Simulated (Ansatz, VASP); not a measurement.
# Sb in VASP and in Ansatz

```
Sb
1.0
     3.16000    0.00000    0.00000
     0.00000    3.16000    0.00000
     0.00000    0.00000    3.16000
Sb
1
Direct
  0.00000 0.00000 0.00000
```

Alike in both runs: task single point; functional r2SCAN0; k mesh 4 × 4 × 4; occupations fermi-dirac, width 0.05 eV; no spin polarisation.

|  | VASP | Ansatz |
| --- | --- | --- |
| version | VASP 6.6.1 | Ansatz 0.2.0 |
| potentials or method | VASP PAW PBE potentials, release 64 (Sb_d_GW) | Ansatz PAW |
| plane-wave cutoff (eV) | 440 | 500 |
| valence electrons in the cell | 15 | 15 |

```csv
,VASP,Ansatz,Ansatz less VASP
gap on the k mesh at the Fermi level (eV),none,none,-
pressure (GPa),-6.2,-6.2,+0.09
```

VASP's potentials were made for PBE, not for r2SCAN0. A gap of «none» marks a metal or a gap that the smearing closes.

The k mesh is coarse, so the values compare programs but aren't converged. Neither program's run includes spin-orbit coupling.
